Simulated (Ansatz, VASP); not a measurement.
**Two plane-wave programs on SnSe**

The input INCAR:

```
SYSTEM = SnSe
PREC     = Accurate       ! precision mode
ENCUT    = 520            ! plane-wave cutoff, eV
EDIFF    = 1E-7           ! SCF threshold, eV
ISMEAR   = 0              ! smearing method
SIGMA    = 0.05           ! smearing width, eV
LREAL    = .FALSE.        ! projectors in reciprocal space
LASPH    = .TRUE.         ! aspherical terms in the spheres
NELM     = 80             ! most SCF steps
ALGO     = Normal         ! electronic algorithm
ISIF     = 2              ! what is computed and relaxed
LWAVE    = .FALSE.        ! write WAVECAR
LCHARG   = .FALSE.        ! write CHGCAR
NBANDS   = 28             ! bands
```

Contents of KPOINTS:

```
Automatic mesh
0
G
  8 8 4
  0 0 0
```

Contents of POSCAR:

```
SnSe
1.0
    4.3440378300      0.0000000000      0.0000000000
    0.0000000000      4.3440378300      0.0000000000
    0.0000000000      0.0000000000     10.6956175369
Sn Se
2 2
Direct
    0.5000000000      0.0000000000      0.3722291100
    0.0000000000      0.5000000000      0.6277708900
    0.5000000000      0.0000000000      0.6160394900
    0.0000000000      0.5000000000      0.3839605100
```

Input for Ansatz:

```yaml
crystal:
  lattice:
    - [4.34403783, 0.0, 0.0]
    - [0.0, 4.34403783, 0.0]
    - [0.0, 0.0, 10.6956175369]
  atoms:
    - { symbol: Sn, position: [0.5, 0.0, 0.37222911] }
    - { symbol: Sn, position: [0.0, 0.5, 0.62777089] }
    - { symbol: Se, position: [0.5, 0.0, 0.61603949] }
    - { symbol: Se, position: [0.0, 0.5, 0.38396051] }
basis:
  ecutwfc: 420
kpoints:
  mp_grid: { grid: [8, 8, 4] }
hamiltonian:
  xc: lda
scf:
  occupations: { method: gaussian, width: 0.05 }
output:
  forces: true
  stress: true
  eigenvalues: true
```

Alike in both runs: task single point; functional LDA; k mesh 8 × 8 × 4; occupations gaussian, width 0.05 eV; no spin polarisation.

```csv
,VASP,Ansatz
version,VASP 6.6.1,Ansatz 0.2.0
potentials or method,"VASP PAW LDA potentials, release 64 (Sn_d, Se), cutoff 520 eV","scalar-relativistic, plane waves, PAW"
valence electrons in the cell,40,60
```

Ansatz gave:

- gap on the k mesh at the Fermi level (eV): 1.00
- least direct gap on the mesh (eV): 1.00
- rms of the force components (eV/Å): 0.137

Q: Which values does VASP return?

A: gap on the k mesh at the Fermi level (eV): 0.98; least direct gap on the mesh (eV): 0.98; rms of the force components (eV/Å): 0.150.

LDA's correlation is that of Perdew and Zunger in VASP and of Perdew and Wang (1992) in Ansatz. Atom by atom the forces differ by 0.015 eV/Å (rms over components). VASP's potentials hold 40 valence electrons a cell and Ansatz's 60, so a difference there can come from the potentials and not from the codes.
